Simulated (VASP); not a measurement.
TeAu2S3: single point with PBE

Crystal: TeAu2S3.

```xyz
6
Lattice="2.5355 1.4639 5.2326 -2.5355 1.4639 5.2326 0.0000 -2.9278 5.2326" Properties=species:S:1:pos:R:3 pbc="T T T"
Te    0.0000    0.0000    7.8490
S     0.0000    0.0000   10.5698
S     0.0000    0.0000    5.1281
S     0.0000    0.0000    0.0000
Au    0.0000    0.0000   13.1235
Au    0.0000    0.0000    2.5744
```

The cell was generated, and may not be a known phase.

- Program: VASP 6.6.1
- Task: single point
- Functional: PBE
- Potentials or basis: VASP PAW PBE potentials, release 64 (Te, S, Au)
- Cutoff: 500 eV
- k mesh: 3 × 3 × 3
- Occupations: gaussian, width 0.15 eV
- Spin: no spin polarisation

- Pressure: 0.2 GPa
- Largest force: 0.037 eV/Å
- Band gap on the k mesh: zero (bands 23 and 24 overlap by 0.95 eV)

Forces on the atoms (eV/Å):
```
Te   0.000  0.000  0.000
S    0.000  0.000  0.037
S    0.000  0.000 -0.037
S    0.000  0.000  0.000
Au   0.000  0.000  0.005
Au   0.000  0.000 -0.005
```

Stress tensor (GPa, compression positive):
```
0.10 0.00 0.00
0.00 0.10 0.00
0.00 0.00 0.30
```

Levels at points of the mesh, in eV from the Fermi level:
| k point | band 20 | band 21 | band 22 | band 23 | band 24 | band 25 |
| --- | --- | --- | --- | --- | --- | --- |
| (0.00, 0.00, 0.00) | -2.54 | -0.51 | 0.56 | 0.56 | 1.47 | 2.22 |

Wall time 95 s on 1 thread of Intel Xeon 8259CL, on a shared host, peak memory 0.32 GiB.

Caveat: the k points lie up to 0.50 Å⁻¹ apart, too coarse for converged energies and pressures of a metal; spin-orbit coupling is left out, which moves the levels of the heavy elements.
